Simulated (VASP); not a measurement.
**ZrB: single point with LDA**

Crystal: ZrB.

```
CELL_PARAMETERS angstrom
0.00000 2.41539 2.32674
2.41539 0.00000 2.32674
2.41539 2.41539 0.00000
ATOMIC_POSITIONS crystal
Zr 0.00000 0.00000 0.00000
B 0.50000 0.50000 0.50000
```

This cell differs from its parent crystal: normal strain along x +0.0000, normal strain along z -0.0367.

| Quantity | Value |
| --- | --- |
| Program | VASP 6.6.1 |
| Task | single point |
| Functional | LDA |
| Potentials or basis | VASP PAW LDA potentials, release 64 (Zr_sv, B) |
| Cutoff | 520 eV |
| k mesh | 16 × 16 × 16 |
| Occupations | gaussian, width 0.15 eV |
| Spin | no spin polarisation |

The pressure is 7.9 GPa.

Stress tensor (GPa, compression positive):
```
 3.11  0.00  0.00
 0.00  3.11  0.00
 0.00  0.00 17.52
```

Levels at points of the mesh, in eV from the Fermi level:
| k point | band 4 | band 5 | band 6 | band 7 | band 8 | band 9 | band 10 | band 11 | band 12 | band 13 |
| --- | --- | --- | --- | --- | --- | --- | --- | --- | --- | --- |
| (0.00, 0.00, 0.00) | -24.77 | -8.09 | 1.67 | 1.67 | 2.05 | 3.22 | 3.54 | 3.54 | 3.55 | 3.78 |
| (0.50, 0.00, 0.00) | -24.84 | -4.00 | -3.74 | -1.35 | -1.25 | 5.11 | 5.38 | 6.69 | 7.94 | 11.94 |
| (0.50, 0.50, 0.00) | -25.06 | -6.17 | -1.00 | -0.21 | 2.13 | 2.13 | 5.05 | 6.26 | 6.26 | 9.92 |
| (0.50, 0.00, 0.50) | -24.99 | -6.20 | -0.95 | -0.65 | 2.30 | 2.49 | 4.96 | 6.10 | 6.43 | 9.44 |

Run time: 3.6 min on 1 thread of Intel(R) Xeon(R) Platinum 8259CL CPU @ 2.50GHz (Skylake/Cascade Lake), on a shared host, peak memory 0.25 GiB.

Caveat: the cell differs from its parent crystal (normal strain along x +0.0000, normal strain along z -0.0367).
